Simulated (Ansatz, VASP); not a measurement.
Two plane-wave programs on LiMgBN2

```
Li Mg B N
1.0
     5.19985    0.00000    0.00000
     2.39455    4.61569    0.00000
    -3.79720   -2.30784    2.70066
Li Mg B N
1 1 1 2
Direct
  0.25000 0.75000 0.50000
  0.75000 0.25000 0.50000
  0.50000 0.50000 0.00000
  0.65126 0.65126 0.00000
  0.34874 0.34874 0.00000
```

Alike in both runs: task single point; functional PBEsol; k mesh 8 × 8 × 8; no spin polarisation.

|  | VASP | Ansatz |
| --- | --- | --- |
| version | VASP 6.6.1 | Ansatz 0.2.0 |
| potentials or method | VASP PAW PBE potentials, release 64 (Li_sv, Mg, B, N), cutoff 520 eV | plane waves, PAW |
| occupations | gaussian, width 0.01 eV | fixed |
| valence electrons in the cell | 18 | 26 |

|  | VASP | Ansatz | Ansatz less VASP |
| --- | --- | --- | --- |
| gap on the k mesh at the Fermi level (eV) | 2.47 | 2.47 | +0.003 |

VASP's potentials were made for PBE, not for PBEsol. VASP's potentials hold 18 valence electrons a cell and Ansatz's 26, so a difference there can come from the potentials and not from the codes.

Noted on VASP's run: the cutoff is short for stress, so the pressure is rough.
